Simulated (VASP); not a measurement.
Set up this calculation in VASP 6.6.1, as the native input.

| Property | Result |
| --- | --- |
| Task | electric field gradients |
| Functional | LDA |
| Potentials or basis | VASP PAW LDA potentials, release 64 (B, P) |
| Cutoff | 420 eV |
| k mesh | 15 × 15 × 15 |
| Occupations | fermi-dirac, width 0.05 eV |
| Spin | no spin polarisation |
| Dipole correction | no |
| Further INCAR settings | ALGO = Normal; EDIFF = 1e-08; NBANDS = 11 |

The structure of BP lies in POSCAR:

```
BP
1.0
    0.0000000000      2.2690000000      2.2463100000
    2.2690000000      0.0000000000      2.2463100000
    2.2690000000      2.2690000000      0.0000000000
B P
1 1
Direct
    0.0000000000      0.0000000000      0.0000000000
    0.7500000000      0.7500000000      0.7500000000
```

This cell differs from its parent crystal: zz strain of -1 %.

These files were run (other wordings do the same):

INCAR

```
SYSTEM = BP
PREC = Accurate
ENCUT = 420
EDIFF = 1E-8
ISMEAR = -1
SIGMA = 0.05
LREAL = .False.
LASPH = .True.
NELM = 120
ALGO = Normal
ISIF = 2
LWAVE = .False.
LCHARG = .False.
LEFG = .True.
NBANDS = 11
GGA_COMPAT = .False.
```

KPOINTS

```
regular mesh
0
Gamma
  15 15 15
  0 0 0
```

Potentials or basis: VASP PAW LDA potentials, release 64 (B, P).

The run is started by

```sh
$ cat potpaw_LDA.64/B/POTCAR potpaw_LDA.64/P/POTCAR > POTCAR
$ mpirun -np 1 vasp_std > vasp.out
```

Results of the run:

| Property | Result |
| --- | --- |
| Pressure | -3.7 GPa |
| Band gap on the k mesh | 1.02 eV (least direct gap 3.29 eV) |
| Largest electric field gradient by atom | B -0.1; P -0.5 V/Å² |

Caveat: the cell differs from its parent crystal (zz strain of -1 %); the cell stands under tension; without QUAD_EFG the Cq values of the log hold for a quadrupole moment of 1 mb, not for the nuclei; an odd mesh through Γ misses points on the zone boundary, where band edges can lie.

Run time: 27 s on 1 thread of Intel(R) Xeon(R) Platinum 8488C (Sapphire Rapids), with other jobs on the host, peak memory 0.16 GiB.
